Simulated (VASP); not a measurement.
Write the native input for VASP 6.6.1 that does the following.

- Task: single point
- Functional: PBEsol
- Potentials or basis: VASP PAW PBE potentials, release 64 (Al, N)
- Cutoff: 520 eV
- k mesh: 9 × 9 × 6
- Occupations: gaussian, width 0.05 eV
- Spin: no spin polarisation
- Dipole correction: no
- Further INCAR settings: ALGO = Normal; EDIFF = 1e-06; NBANDS = 16

The structure of AlN lies in POSCAR:

```
AlN
1.0
    3.4151745194      0.0000000000      0.0000000000
   -1.7075872597      2.9576278921      0.0000000000
    0.0000000000      0.0000000000      4.1473879364
Al N
2 2
Direct
    0.3333333333      0.6666666667      0.7500000000
    0.6666666667      0.3333333333      0.2500000000
    0.3333333333      0.6666666667      0.2500000000
    0.6666666667      0.3333333333      0.7500000000
```

This cell differs from its parent crystal: volume 10.473 Å^3 an atom, c/a of the conventional cell 1.2144.

These files were run (other wordings do the same):

INCAR

```
ALGO     = Normal         # electronic algorithm
EDIFF    = 1E-6           # SCF threshold, eV
ENCUT    = 520            # plane-wave cutoff, eV
GGA      = PS             # functional
ISIF     = 2              # what is computed and relaxed
ISMEAR   = 0              # smearing method
LASPH    = True           # aspherical terms in the spheres
LCHARG   = True           # write CHGCAR
LELF     = True           # ELF
LREAL    = False          # projectors in reciprocal space
LVHAR    = True         
LWAVE    = False          # write WAVECAR
NBANDS   = 16             # bands
NELM     = 60             # most SCF steps
PREC     = Accurate       # precision mode
SIGMA    = 0.05           # smearing width, eV
```

KPOINTS

```
k-points
0
Gamma
  9 9 6
```

Potentials or basis: VASP PAW PBE potentials, release 64 (Al, N).

Launch:

```console
$ cat potpaw_PBE.64/Al/POTCAR potpaw_PBE.64/N/POTCAR > POTCAR
$ mpirun -np 1 vasp_std > vasp.out
```

Results of the run:

The pressure is -13.4 GPa and the band gap on the k mesh is 2.94 eV, direct.

Caveat: the PAW data sets were made with another functional, which shifts forces and pressure a little.

It took 19 s on 1 thread of Intel(R) Xeon(R) Platinum 8488C (Sapphire Rapids) (shared host), peak memory 0.17 GiB.
